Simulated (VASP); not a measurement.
**Mg2SO: single point with PBE**

The system is Mg2SO.

```
O Mg S
1.0
     3.40839    0.00000    0.00000
     0.00000    3.40839    0.00000
     0.00000    0.00000    4.76112
O Mg S
1 2 1
Direct
  0.00000 0.00000 0.00000
  0.00000 0.00000 0.50000
  0.50000 0.50000 0.00000
  0.50000 0.50000 0.50000
```

```
Program                : VASP 6.6.1
Task                   : single point
Functional             : PBE
Potentials or basis    : VASP PAW PBE potentials, release 64 (O, Mg, S)
Cutoff                 : 520 eV
k mesh                 : 6 × 6 × 4
Occupations            : gaussian, width 0.01 eV
Spin                   : no spin polarisation
Dipole correction      : no
Further INCAR settings : ALGO = Normal; EDIFF = 1e-07; NBANDS = 16
```

The pressure is 2.0 GPa and the band gap on the k mesh is 3.17 eV, direct.

Stress tensor (GPa, compression positive):
```
1.99 0.00 0.00
0.00 1.99 0.00
0.00 0.00 2.07
```

Levels at points of the mesh, in eV from the valence-band top:
| k point | band 6 | band 7 | band 8 | band 9 | band 10 | band 11 |
| --- | --- | --- | --- | --- | --- | --- |
| (0.00, 0.00, 0.00) | -0.05 | 0.00 | 0.00 | 3.17 | 4.94 | 4.99 |
| (0.50, 0.00, 0.00) | -1.65 | -0.71 | -0.51 | 6.37 | 6.79 | 7.11 |
| (0.50, 0.50, 0.00) | -1.24 | -1.24 | -1.12 | 3.52 | 5.57 | 5.57 |
| (0.00, 0.00, 0.50) | -1.05 | -0.66 | -0.66 | 5.44 | 5.92 | 6.38 |
| (0.50, 0.00, 0.50) | -0.53 | -0.51 | -0.48 | 3.89 | 6.30 | 8.31 |
| (0.50, 0.50, 0.50) | -2.23 | -2.23 | -1.64 | 5.07 | 6.82 | 6.82 |

It took 16 s on 1 thread of Intel(R) Xeon(R) 6975P-C (Granite Rapids) (shared host), peak memory 0.18 GiB.

A k mesh can miss the band edges. A hybrid or GW would open this gap; PBE tends to underestimate it.
